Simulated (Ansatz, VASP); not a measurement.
## As in VASP and in Ansatz

```
As
1.0
     3.34800    0.00000    0.00000
    -1.67400    2.89945    0.00000
     0.00000    0.00000   28.57424
As
2
Direct
  0.33333 0.66667 0.49477
  0.66667 0.33333 0.50523
```

Alike in both runs: task single point; functional PBE; dispersion D3(BJ); k mesh 9 × 9 × 1; occupations gaussian, width 0.02 eV; no spin polarisation.

```csv
,VASP,Ansatz
version,VASP 6.6.1,Ansatz 0.2.0
potentials or method,"VASP PAW PBE potentials, release 64 (As), cutoff 520 eV","scalar-relativistic, plane waves, PAW"
valence electrons in the cell,10,30
```

Ansatz gave:

| Quantity | Value |
| --- | --- |
| gap on the k mesh at the Fermi level (eV) | none |
| rms of the force components (eV/Å) | 3.053 |

Q: Estimate VASP's values.

A: gap on the k mesh at the Fermi level (eV): none; rms of the force components (eV/Å): 3.100.

Atom by atom the forces differ by 0.047 eV/Å (rms over components). A gap of «none» marks a metal or a gap that the smearing closes. VASP's potentials hold 10 valence electrons a cell and Ansatz's 30, so a difference there can come from the potentials and not from the codes.
